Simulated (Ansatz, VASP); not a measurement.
# HC12 in VASP and in Ansatz

```
C H
1.0
     4.93116    0.00000    0.00000
     0.00000    4.00987    0.00000
     0.00000    0.00000   21.60142
C H
12 1
Direct
  0.25000 0.37770 0.18517
  0.75000 0.37770 0.18517
  0.00000 0.47208 0.21304
  0.50000 0.47208 0.21304
  0.00000 0.66096 0.26881
  0.50000 0.66096 0.26881
  0.25000 0.75037 0.29625
  0.75000 0.75037 0.29625
  0.25000 0.94129 0.35527
  0.75000 0.94129 0.35527
  0.00000 0.02343 0.37967
  0.50000 0.02343 0.37967
  0.08333 0.19010 0.50929
```

Alike in both runs: task single point; functional PBE; dispersion D3(BJ); k mesh 6 × 7 × 1; occupations gaussian, width 0.05 eV; collinear spin.

```csv
,VASP,Ansatz
version,VASP 6.6.1,Ansatz 0.2.0
potentials or method,"VASP PAW PBE potentials, release 64 (C, H), cutoff 520 eV","scalar-relativistic, plane waves, PAW"
valence electrons in the cell,49,49
```

```tsv
	VASP	Ansatz	Ansatz less VASP
rms of the force components (eV/Å)	1.022	1.065	+0.0425
net moment per atom (μB)	0.08	0.08	-0.003
size of the moment on the site where the two differ most (μB)	0.37	0.81	+0.447
work function, face that differs most (eV)	5.11	4.97	-0.142
```

Site moments also hang on the region over which each program counts them. Atom by atom the forces differ by 0.122 eV/Å (rms over components). Ansatz's warnings: xc potential rough in thin density.
